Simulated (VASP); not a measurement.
Write the native input for VASP 6.6.1 that does the following.

| Property | Result |
| --- | --- |
| Task | single point |
| Functional | PBE |
| Potentials or basis | VASP PAW PBE potentials, release 64 (Mo_sv, C, O) |
| Cutoff | 520 eV |
| k mesh | 6 × 6 × 1 |
| Occupations | gaussian, width 0.1 eV |
| Spin | no spin polarisation |
| Dipole correction | yes |
| Further INCAR settings | ALGO = Normal; EDIFF = 1e-06; NBANDS = 57 |

The structure of Mo6CO lies in POSCAR:

```
Mo6CO
1.0
    4.4695765303      0.0000000000      0.0000000000
   -2.2347882651      3.8707668194      0.0000000000
    0.0000000000      0.0000000000     22.2595667262
Mo C O
6 1 1
Direct
    0.6666666667      0.3333333333      0.1796980170
    0.3333333333      0.6666666667      0.2206848206
    0.0000000000      0.0000000000      0.2616716241
    0.6666666667      0.3333333333      0.2990464568
    0.3333333333      0.6666666667      0.3355219825
    0.0000000000      0.0000000000      0.3710569405
    0.1666666667      0.3333333333      0.4636014193
    0.2054483999      0.4108967998      0.5139381564
```

The input as run:

INCAR

```
PREC     = Accurate       # precision mode
ENCUT    = 520            # plane-wave cutoff, eV
EDIFF    = 1E-6           # SCF threshold, eV
ISMEAR   = 0              # smearing method
SIGMA    = 0.1            # smearing width, eV
LREAL    = F              # projectors in reciprocal space
LASPH    = T              # aspherical terms in the spheres
NELM     = 80             # most SCF steps
ALGO     = Normal         # electronic algorithm
ISIF     = 2              # what is computed and relaxed
LWAVE    = F              # write WAVECAR
LCHARG   = F              # write CHGCAR
LDIPOL   = T            
IDIPOL   = 3            
DIPOL    = 0.5 0.5 0.331
GGA      = PE             # functional
NBANDS   = 57             # bands
```

KPOINTS

```
Automatic mesh
0
Gamma
  6 6 1
```

Potentials or basis: VASP PAW PBE potentials, release 64 (Mo_sv, C, O).

The run is started by

```bash
$ cat potpaw_PBE.64/Mo_sv/POTCAR potpaw_PBE.64/C/POTCAR potpaw_PBE.64/O/POTCAR > POTCAR
$ mpirun -np 1 vasp_std > vasp.out
```

It gave:

The largest force is 2.173 eV/Å. The band gap on the k mesh is zero (filled and empty bands overlap).

Wall time 15 min on 1 thread of Oxide Virtual Turin-like Processor, on a shared host, peak memory 0.61 GiB.
